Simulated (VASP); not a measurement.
# CuO in VASP: a series of runs

CuO is run at these levels: PBEsol; tasks: single point.

Everything below comes from runs of VASP 6.6.1. Logs are shortened: lines on timing, memory, paths and dates and some standing lists are left out, and cuts for length are marked.

## (1) The cell of the first run

The structure is monoclinic, space group Cc (No. 9). The conventional cell has a = 4.689 Å, b = 3.427 Å, c = 5.132 Å, α = 90.00°, β = 99.65°, γ = 90.00°. Cu (site symmetry 1) has 4 O at 1.91 to 2.02 Å within 2.5 Å. O (site symmetry 1) has 4 Cu at 1.91 to 2.02 Å within 2.5 Å.

## (2) Single point, PBEsol

INCAR

```
  ALGO = Normal
  EDIFF = 1E-6
  ENCUT = 520
  GGA = PS
  ISIF = 2
  ISMEAR = 0
  LASPH = T
  LCHARG = F
  LREAL = F
  LWAVE = F
  NBANDS = 25
  NELM = 80
  PREC = Accurate
  SIGMA = 0.1
```

KPOINTS

```
Automatic mesh
0
Gamma
  10 10 6
  0.5 0.5 0.5
```

POSCAR

```
CuO
1.0
    2.3446500000     -1.7134000000      0.0000000000
    2.3446500000      1.7134000000      0.0000000000
   -0.8605500000      0.0000000000      5.0594400000
Cu O
2 2
Direct
    0.0032000000      0.4968000000      0.0000000000
    0.4968000000      0.0032000000      0.5000000000
    0.5714000000      0.4056000000      0.2537000000
    0.4056000000      0.5714000000      0.7537000000
```

Potentials or basis: VASP PAW PBE potentials, release 64 (Cu, O).

Command:

```console
$ cat potpaw_PBE.64/Cu/POTCAR potpaw_PBE.64/O/POTCAR > POTCAR
$ mpirun -np 1 vasp_std > vasp.out
```

OUTCAR:

```text
EDIFF = 1E-6
   ENCUT = 520
   GGA = PS
   ISIF = 2
   ISMEAR = 0
   LASPH = T
   LREAL = F
   NELM = 80
   PREC = Accurate

 ion  position               nearest neighbor table
   1  0.003  0.497  0.000-   4 1.91   3 1.93   4 1.98   3 2.02
   2  0.497  0.003  0.500-   3 1.91   4 1.93   3 1.98   4 2.02
   3  0.571  0.406  0.254-   2 1.91   1 1.93   2 1.98   1 2.02
   4  0.406  0.571  0.754-   1 1.91   2 1.93   1 1.98   2 2.02

  LATTYP: Found a base centered monoclinic cell.
 ALAT       =     4.6893000000
 B/A-ratio  =     0.7307700510
 C/A-ratio  =     1.0944283424
 COS(beta)  =    -0.1676798048

  Lattice vectors:

 A1 = (   2.3446500000,  -1.7134000000,   0.0000000000)
 A2 = (   2.3446500000,   1.7134000000,   0.0000000000)
 A3 = (  -0.8605500000,   0.0000000000,   5.0594400000)

Analysis of symmetry for initial positions (statically):
=====================================================================
 Subroutine PRICEL returns:
 Original cell was already a primitive cell.

 Routine SETGRP: Setting up the symmetry group for a
 base centered monoclinic supercell.

 Subroutine GETGRP returns: Found  2 space group operations
 (whereof  1 operations were pure point group operations)
 out of a pool of  4 trial point group operations.

The static configuration has the point symmetry C_1 .
 The point group associated with its full space group is C_1h.

Analysis of symmetry for dynamics (positions and initial velocities):
=====================================================================
 Subroutine PRICEL returns:
 Original cell was already a primitive cell.

 Routine SETGRP: Setting up the symmetry group for a
 base centered monoclinic supercell.

 Subroutine GETGRP returns: Found  2 space group operations
 (whereof  1 operations were pure point group operations)
 out of a pool of  4 trial point group operations.

The dynamic configuration has the point symmetry C_1 .
 The point group associated with its full space group is C_1h.

 Subroutine INISYM returns: Found  2 space group operations
 (whereof  1 operations are pure point group operations),
 and found     1 'primitive' translations

----------------------------------------------------------------------------------------

                                     Primitive cell

  volume of cell :      40.6508

  direct lattice vectors                    reciprocal lattice vectors
     2.344650000 -1.713400000  0.000000000     0.213251445 -0.291817439  0.036271510
     2.344650000  1.713400000  0.000000000     0.213251445  0.291817439  0.036271510
    -0.860550000  0.000000000  5.059440000     0.000000000  0.000000000  0.197650333

  length of vectors
     2.903984019  2.903984019  5.132102826     0.363248151  0.363248151  0.197650333

  position of ions in fractional coordinates (direct lattice)
     0.003200000  0.496800000  0.000000000
     0.496800000  0.003200000  0.500000000
     0.571400000  0.405600000  0.253700000
     0.405600000  0.571400000  0.753700000

  ion indices of the primitive-cell ions
   primitive index   ion index
                 1           1
                 2           2
                 3           3
                 4           4

----------------------------------------------------------------------------------------

 KPOINTS: Automatic mesh

Automatic generation of k-mesh.
 Grid dimensions read from file:
 generate k-points for:   10   10    6

 Generating k-lattice:

  Cartesian coordinates                     Fractional coordinates (reciprocal lattice)
     0.021325144 -0.029181744  0.003627151     0.100000000 -0.000000000  0.000000000
     0.021325144  0.029181744  0.003627151    -0.000000000  0.100000000  0.000000000
     0.000000000  0.000000000  0.032941722     0.000000000  0.000000000  0.166666667

  Length of vectors
     0.036324815  0.036324815  0.032941722

  Shift w.r.t. Gamma in fractional coordinates (k-lattice)
     0.500000000  0.500000000  0.500000000

 Subroutine IBZKPT returns following result:
 ===========================================

 Found    165 irreducible k-points:

 Following reciprocal coordinates:
            Coordinates               Weight
  0.050000  0.050000  0.083333      2.000000
  0.150000  0.050000  0.083333      4.000000
  0.250000  0.050000  0.083333      4.000000
  0.350000  0.050000  0.083333      4.000000
  0.450000  0.050000  0.083333      4.000000
 -0.450000  0.050000  0.083333      4.000000
[... 16 lines left out ...]
 -0.450000  0.250000  0.083333      4.000000
 -0.350000  0.250000  0.083333      4.000000
 [... further k-points ...]
   k-points           NKPTS =    165   k-points in BZ     NKDIM =    165   number of bands    NBANDS=     25
   number of dos      NEDOS =    301   number of ions     NIONS =      4
   total plane-waves  NPLWV =  23040
   dimension x,y,z NGX =    24 NGY =   24 NGZ =   40
   dimension x,y,z NGXF=    48 NGYF=   48 NGZF=   80
   ions per type =               2   2
   NGX,Y,Z   is equivalent  to a cutoff of  13.74, 13.74, 12.96 a.u.
   NGXF,Y,Z  is equivalent  to a cutoff of  27.48, 27.48, 25.91 a.u.
 SYSTEM =  unknown system
   PREC   = accura    normal or accurate (medium, high low for compatibility)
   ISTART =      0    job   : 0-new  1-cont  2-samecut
   ICHARG =      2    charge: 1-file 2-atom 10-const
   ISPIN  =      1    spin polarized calculation?
   LNONCOLLINEAR =      F non collinear calculations
   LSORBIT =      F    spin-orbit coupling
   LASPH  =      T    aspherical Exc in radial PAW
   ENCUT  =  520.0 eV  38.22 Ry    6.18 a.u.   5.40  5.40  9.54*2*pi/ulx,y,z
   NELM   =     80;   NELMIN=  2; NELMDL= -5     # of ELM steps
   EDIFF  = 0.1E-05   stopping-criterion for ELM
   LREAL  =      F    real-space projection
   EDIFFG = 0.1E-04   stopping-criterion for IOM
   NSW    =      0    number of steps for IOM
   IBRION =     -1    ionic relax: 0-MD 1-quasi-New 2-CG
   NFREE  =      0    steps in history (QN), initial steepest desc. (CG)
   ISIF   =      2    stress and relaxation
   ISYM   =      2    0-nonsym 1-usesym 2-fastsym
   POTIM  = 0.5000    time-step for ionic-motion
   TEBEG  =    0.0;   TEEND  =   0.0 temperature during run
   PSTRESS=    0.0 pullay stress
   NELECT =      34.0000    total number of electrons
   NUPDOWN=      -1.0000    fix difference up-down
   EMIN   =  10.00;   EMAX   =-10.00  energy-range for DOS
   EFERMI =   0.00;   METHOD = LEGACY
   ISMEAR =     0;   SIGMA  =   0.10  broadening in eV -4-tet -1-fermi 0-gaus
   EFERMI_NEDOS =   21; number of points for ismear=-14 and -15
   IALGO  =     38    algorithm
   IMIX   =      4    mixing-type and parameters
     AMIX     =   0.40;   BMIX     =  1.00
     AMIX_MAG =   1.60;   BMIX_MAG =  1.00
  volume/ion in A,a.u.               =      10.16        68.58
  Fermi-wavevector in a.u.,A,eV,Ry     =   1.542451  2.914810 32.370373  2.379155
  Thomas-Fermi vector in A             =   2.648254
   LORBIT       =      0    0 simple, 1 ext, 2 COOP (PROOUT), +10 PAW based schemes
   GGA     = PS    functional components
   LHFCALC =     F    Hartree Fock is set to
   AEXX    =    0.0000 exact exchange contribution
   IVDW    =     0    specifies the selected vdW correction
   LEPSILON=     F    determine dielectric tensor
   LRPA    =     F    only Hartree local field effects (RPA)
 non-spin polarized calculation
 Gauss-broadening in eV      SIGMA  =   0.10
  energy-cutoff  :      520.00
  volume of cell :       40.65
 maximum number of plane-waves:      1124
 NGX is ok and might be reduce to    24
   NGX = 11   NGY = 11   NGZ = 19

 number of electron      33.9999999 magnetization

 Free energy of the ion-electron system (eV)
  ---------------------------------------------------
  ext. energy  EPLUGINS =         0.00000000
  ---------------------------------------------------
  free energy    TOTEN  =       -21.30225436 eV

  energy without entropy =      -21.29200270  energy(sigma->0) =      -21.29712853

 E-fermi :   5.5078     XC(G=0): -12.1684

 val. band max:        5.5074738499   @ k =  -0.4500  -0.4500   0.4167
 cond. band min:       5.5092369722   @ k =  -0.4500   0.0500   0.0833
 fundamental gap:      0.0017631223
 Fermi energy:         5.5078431420

 k-point     1 :       0.0500    0.0500    0.0833
  band No.  band energies     occupation
      1     -14.2799      2.00000
      2     -13.0135      2.00000
      3      -2.5514      2.00000
      4      -0.0263      2.00000
      5       0.3340      2.00000
      6       1.7454      2.00000
[... 17 lines left out ...]
     24      21.6063      0.00000
     25      21.7106      0.00000

 k-point     2 :       0.1500    0.0500    0.0833
  band No.  band energies     occupation
      1     -14.1573      2.00000
      2     -12.9815      2.00000
      3      -2.3612      2.00000
      4      -0.0411      2.00000
      5       0.3063      2.00000
      6       0.8469      2.00000
[... 17 lines left out ...]
     24      21.0685      0.00000
     25      21.5120      0.00000

 k-point     3 :       0.2500    0.0500    0.0833
  band No.  band energies     occupation
      1     -13.9399      2.00000
      2     -12.9130      2.00000
      3      -2.0510      2.00000
      4      -0.2522      2.00000
      5      -0.0921      2.00000
      6       0.2978      2.00000
[... 17 lines left out ...]
     24      19.9496      0.00000
     25      21.4968      0.00000

 k-point     4 :       0.3500    0.0500    0.0833
  band No.  band energies     occupation
      1     -13.7007      2.00000
      2     -12.8339      2.00000
      3      -1.7625      2.00000
      4      -1.0963      2.00000
      5      -0.1510      2.00000
      6       0.2745      2.00000
[... 17 lines left out ...]
     24      18.6845      0.00000
     25      21.2582      0.00000
[... 477 lines left out ...]
 k-point    22 :       0.4500    0.2500    0.0833
  band No.  band energies     occupation
      1     -13.3215      2.00000
      2     -12.7508      2.00000
      3      -1.4550      2.00000
      4      -1.1003      2.00000
      5      -0.0092      2.00000
      6       0.1421      2.00000
[... 17 lines left out ...]
     24      17.9672      0.00000
     25      19.6343      0.00000

 k-point    23 :      -0.4500    0.2500    0.0833
  band No.  band energies     occupation
      1     -13.2683      2.00000
      2     -12.7183      2.00000
      3      -1.4772      2.00000
      4      -1.0196      2.00000
      5      -0.2127      2.00000
      6       0.0085      2.00000
[... 17 lines left out ...]
     24      18.1703      0.00000
     25      19.2226      0.00000

 k-point    24 :      -0.3500    0.2500    0.0833
  band No.  band energies     occupation
      1     -13.3564      2.00000
      2     -12.7232      2.00000
      3      -1.1720      2.00000
      4      -1.0490      2.00000
      5      -0.4011      2.00000
      6      -0.1295      2.00000
[... 17 lines left out ...]
     24      18.3854      0.00000
     25      19.1294      0.00000

 [... further k-points ...]

------------------------ aborting loop because EDIFF is reached ----------------------------------------

  FORCE on cell =-STRESS in cart. coord.  units (eV):
  Direction    XX          YY          ZZ          XY          YZ          ZX
  --------------------------------------------------------------------------------------
  -------------------------------------------------------------------------------------
  Total       -0.6038570     -0.0210377     -0.9067092      0.0000000      0.0000000     -0.2883939
  in kB      -23.7999161     -0.8291621    -35.7362840      0.0000000      0.0000000    -11.3665187
  external PRESSURE =     -20.1217874 kB  Pullay stress =       0.0000000 kB

 VOLUME and BASIS-vectors are now :
 -----------------------------------------------------------------------------
  energy-cutoff  :      520.00
  volume of cell :       40.65
      direct lattice vectors                 reciprocal lattice vectors
     2.344650000 -1.713400000  0.000000000     0.213251445 -0.291817439  0.036271510
     2.344650000  1.713400000  0.000000000     0.213251445  0.291817439  0.036271510
    -0.860550000  0.000000000  5.059440000     0.000000000  0.000000000  0.197650333

 POSITION                                       TOTAL-FORCE (eV/Angst)
 -----------------------------------------------------------------------------------
      1.17233      0.84573      0.00000        -0.614587      0.335962      0.235704
      0.74205     -0.84573      2.52972        -0.614587     -0.335962      0.235704
      2.07240     -0.28408      1.28358         0.614587      0.371636     -0.235704
      1.64213      0.28408      3.81330         0.614587     -0.371636     -0.235704
 -----------------------------------------------------------------------------------
    total drift:                               -0.000233      0.000000     -0.000520

  FREE ENERGIE OF THE ION-ELECTRON SYSTEM (eV)
  ---------------------------------------------------
  free  energy   TOTEN  =       -21.3022543557 eV

  energy  without entropy=      -21.2920027046  energy(sigma->0) =      -21.29712853
```

Wall time 3.8 min (1 thread of Intel Xeon 8259CL, shared host); peak memory 0.27 GiB.

What came out:

```yaml
Free_energy: -21.3023 eV
Pressure: -2.0 GPa
Largest_force: 0.756 eV/Å
Band_gap_on_the_k_mesh: zero (bands 17 and 18 overlap by 0.56 eV)
```

Forces in eV/Å, atoms in the order of the input:
```
Cu  -0.615  0.336  0.236
Cu  -0.615 -0.336  0.236
O    0.615  0.372 -0.236
O    0.615 -0.372 -0.236
```

Levels at points of the mesh, in eV from the Fermi level:
| k point | band 15 | band 16 | band 17 | band 18 | band 19 | band 20 |
| --- | --- | --- | --- | --- | --- | --- |
| (0.05, 0.05, 0.08) | -2.01 | -1.66 | 0.15 | 0.83 | 1.96 | 5.94 |

Caveat: the PAW data sets were made with another functional, which shifts forces and pressure a little; semilocal functionals often make such compounds metallic where correlation or magnetic order opens a gap, which also shifts bond lengths.

## (3) Single point, PBEsol (atoms moved at random and the cell strained at random)

INCAR

```
SYSTEM = CuO
  PREC = Accurate
  ENCUT = 520
  EDIFF = 1E-7
  ISMEAR = 0
  SIGMA = 0.1
  LREAL = .False.
  LASPH = .True.
  NELM = 80
  ALGO = Normal
  ISIF = 2
  LWAVE = .False.
  LCHARG = .False.
  GGA = PS
  NBANDS = 25
```

KPOINTS

```
regular mesh
0
Gamma
  10 10 6
  0 0 0
```

POSCAR

```
CuO
1.0
    2.3404404522     -1.7107783127     -0.0229301573
    2.3197430003      1.6824555157     -0.0101368612
   -0.8908838133      0.0240860588      5.0786274137
Cu O
2 2
Direct
   -0.0082652229      0.4939545091     -0.0055067082
    0.4909130835     -0.0195801087      0.4987901057
    0.5733962104      0.3983939412      0.2576963426
    0.3918683292      0.5610426818      0.7397132466
```

Potentials or basis: VASP PAW PBE potentials, release 64 (Cu, O).

Command:

```console
$ cat potpaw_PBE.64/Cu/POTCAR potpaw_PBE.64/O/POTCAR > POTCAR
$ mpirun -np 1 vasp_std > vasp.out
```

Run time: 9.1 min. Hardware: 1 thread of Intel Xeon 8259CL, shared host; peak memory 0.36 GiB.

It converged, with:

- Free energy: -21.2926 eV
- Pressure: -0.7 GPa
- Largest force: 0.764 eV/Å
- Band gap on the k mesh: zero (bands 17 and 18 overlap by 0.62 eV)

Forces on the atoms (eV/Å):
```
Cu  -0.428  0.125  0.341
Cu  -0.143 -0.021 -0.044
O    0.227  0.228 -0.693
O    0.343 -0.332  0.397
```

Stress tensor (GPa, compression positive):
```
-0.57  1.72 -0.15
 1.72  1.41  2.07
-0.15  2.07 -2.98
```

Levels at points of the mesh, in eV from the Fermi level:
| k point | band 14 | band 15 | band 16 | band 17 | band 18 | band 19 | band 20 | band 21 |
| --- | --- | --- | --- | --- | --- | --- | --- | --- |
| (0.00, 0.00, 0.00) | -2.16 | -2.11 | -1.66 | 0.20 | 0.93 | 1.69 | 5.94 | 8.17 |
| (0.50, 0.00, 0.00) | -1.62 | -1.55 | -1.42 | -0.06 | 0.39 | 4.92 | 6.31 | 6.86 |
| (0.00, 0.50, 0.00) | -1.57 | -1.39 | -1.33 | -0.05 | 0.14 | 4.62 | 6.26 | 7.30 |
| (0.50, 0.50, 0.00) | -2.02 | -1.69 | -1.20 | -0.57 | 1.07 | 3.33 | 6.92 | 8.49 |
| (0.00, 0.00, 0.50) | -2.15 | -1.53 | -1.38 | 0.10 | 0.39 | 3.77 | 4.09 | 11.11 |
| (0.50, 0.00, 0.50) | -2.06 | -1.77 | -1.55 | -0.07 | 0.81 | 5.34 | 6.13 | 8.03 |
| (0.00, 0.50, 0.50) | -2.10 | -1.71 | -1.57 | -0.07 | 0.70 | 4.78 | 6.89 | 8.17 |
| (0.50, 0.50, 0.50) | -1.65 | -1.30 | -1.22 | -0.45 | -0.37 | 5.11 | 5.30 | 8.60 |

Caveat: the cell differs from its parent crystal (atoms moved at random and the cell strained at random); the PAW data sets were made with another functional, which shifts forces and pressure a little; semilocal functionals often make such compounds metallic where correlation or magnetic order opens a gap, which also shifts bond lengths.

## (4) Single point, PBEsol

INCAR

```
  PREC = Accurate
  ENCUT = 520
  EDIFF = 1E-7
  ISMEAR = 0
  SIGMA = 0.1
  LREAL = False
  LASPH = True
  NELM = 100
  ALGO = Normal
  ISIF = 2
  LWAVE = False
  LCHARG = False
  GGA = PS
  NBANDS = 25
```

KPOINTS

```
regular mesh
0
Gamma
  12 12 8
```

POSCAR

```
CuO
1.0
    2.3446500000     -1.7134000000      0.0000000000
    2.3446500000      1.7134000000      0.0000000000
   -0.8605500000      0.0000000000      5.0594400000
Cu O
2 2
Direct
    0.0032000000      0.4968000000      0.0000000000
    0.4968000000      0.0032000000      0.5000000000
    0.5714000000      0.4056000000      0.2537000000
    0.4056000000      0.5714000000      0.7537000000
```

Command:

```console
$ cat potpaw_PBE.64/Cu/POTCAR potpaw_PBE.64/O/POTCAR > POTCAR
$ mpirun -np 1 vasp_std > vasp.out
```

Run time: 9.9 min. Hardware: 1 thread of Intel Xeon 8259CL, shared host; peak memory 0.38 GiB.

It converged, with:

| Item | Value |
| --- | --- |
| Free energy | -21.3016 eV |
| Pressure | -2.0 GPa |
| Largest force | 0.755 eV/Å |
| Band gap on the k mesh | zero (bands 17 and 18 overlap by 0.73 eV) |

Forces on the atoms (eV/Å):
```
Cu  -0.614  0.335  0.237
Cu  -0.614 -0.335  0.237
O    0.614  0.370 -0.237
O    0.614 -0.370 -0.237
```

Stress tensor (GPa, compression positive):
```
-2.42  0.00 -1.13
 0.00 -0.16  0.00
-1.13  0.00 -3.57
```

Levels at points of the mesh, in eV from the Fermi level:
| k point | band 13 | band 14 | band 15 | band 16 | band 17 | band 18 | band 19 | band 20 | band 21 | band 22 |
| --- | --- | --- | --- | --- | --- | --- | --- | --- | --- | --- |
| (0.00, 0.00, 0.00) | -2.30 | -2.20 | -2.12 | -1.63 | 0.22 | 0.92 | 1.65 | 5.92 | 8.10 | 13.23 |
| (0.50, 0.00, 0.00) | -2.03 | -1.58 | -1.47 | -1.38 | -0.04 | 0.29 | 4.80 | 6.21 | 6.90 | 11.00 |
| (0.50, 0.50, 0.00) | -2.11 | -2.11 | -1.68 | -1.20 | -0.63 | 1.07 | 3.27 | 6.96 | 8.48 | 9.93 |
| (0.00, 0.00, 0.50) | -2.21 | -2.21 | -1.45 | -1.45 | 0.24 | 0.24 | 3.87 | 3.87 | 11.57 | 11.57 |
| (0.50, 0.00, 0.50) | -2.18 | -2.13 | -1.72 | -1.58 | -0.09 | 0.74 | 5.05 | 6.47 | 7.98 | 8.47 |
| (0.50, 0.50, 0.50) | -1.64 | -1.64 | -1.28 | -1.28 | -0.43 | -0.43 | 5.13 | 5.13 | 8.93 | 8.93 |

Caveat: the PAW data sets were made with another functional, which shifts forces and pressure a little; semilocal functionals often make such compounds metallic where correlation or magnetic order opens a gap, which also shifts bond lengths. With open d or f shells a metallic result of PBEsol can be an artefact of self-interaction; +U or a hybrid may open a gap.

## (5) Overview

```csv
cell,k mesh,gap on the mesh (eV),pressure (GPa),largest force (eV/Å)
"a = 2.904, b = 2.904, c = 5.132 Å, angles 97.8, 97.8, 72.3°, 4 atoms, atomic positions A","10 × 10 × 6, shifted",none,-2.0,0.76
"a = 2.899, b = 2.866, c = 5.156 Å, angles 98.1, 98.6, 72.1°, 4 atoms, atomic positions B",10 × 10 × 6,none,-0.7,0.76
"a = 2.904, b = 2.904, c = 5.132 Å, angles 97.8, 97.8, 72.3°, 4 atoms, atomic positions A",12 × 12 × 8,none,-2.0,0.75
```

Alike in all rows: task single point; level PBEsol; potentials or basis VASP PAW PBE potentials, release 64 (Cu, O); no spin polarisation; cutoff (eV) 520; smearing gaussian 0.1 eV.

Caveats: the PAW data sets were made with another functional, which shifts forces and pressure a little; semilocal functionals often make such compounds metallic where correlation or magnetic order opens a gap, which also shifts bond lengths.

Total energies depend on the potentials used, so only differences within one code and one set of settings carry meaning.
